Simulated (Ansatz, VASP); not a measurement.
# Al3GaN4: VASP beside Ansatz

```
Al Ga N
1.0
     4.62510   -2.66983   -0.00038
    -3.08347   -0.00083   -5.01823
     3.08426    5.34114    0.00041
Al Ga N
6 2 8
Direct
  0.33285 0.99920 0.00207
  0.83518 0.00262 0.25109
  0.33486 0.00074 0.49778
  0.91702 0.50185 0.12730
  0.41529 0.49930 0.37365
  0.91939 0.50265 0.62397
  0.83132 0.99965 0.74933
  0.41637 0.49842 0.87587
  0.64977 0.62691 0.16227
  0.14697 0.62365 0.40520
  0.64340 0.61598 0.64872
  0.13814 0.62330 0.90660
  0.72566 0.12524 0.03654
  0.22694 0.12259 0.28028
  0.72759 0.12746 0.52650
  0.23123 0.11445 0.77885
```

Alike in both runs: task single point; functional LDA; k mesh 6 × 6 × 4; occupations gaussian, width 0.02 eV; no spin polarisation.

|  | VASP | Ansatz |
| --- | --- | --- |
| version | VASP 6.6.1 | Ansatz 0.2.0 |
| potentials or method | VASP PAW LDA potentials, release 64 (Al, Ga_d, N), cutoff 600 eV | scalar-relativistic, plane waves, PAW |
| valence electrons in the cell | 84 | 84 |

|  | VASP | Ansatz | Ansatz less VASP |
| --- | --- | --- | --- |
| gap on the k mesh at the Fermi level (eV) | 3.87 | 3.86 | -0.010 |
| least direct gap on the mesh (eV) | 3.87 | 3.86 | -0.010 |
| pressure (GPa) | 2.7 | 2.0 | -0.72 |
| rms of the force components (eV/Å) | 0.010 | 0.001 | -0.0097 |

Ansatz warns that its potentials were made for another functional, while VASP's fit it. LDA's correlation is that of Perdew and Zunger in VASP and of Perdew and Wang (1992) in Ansatz.
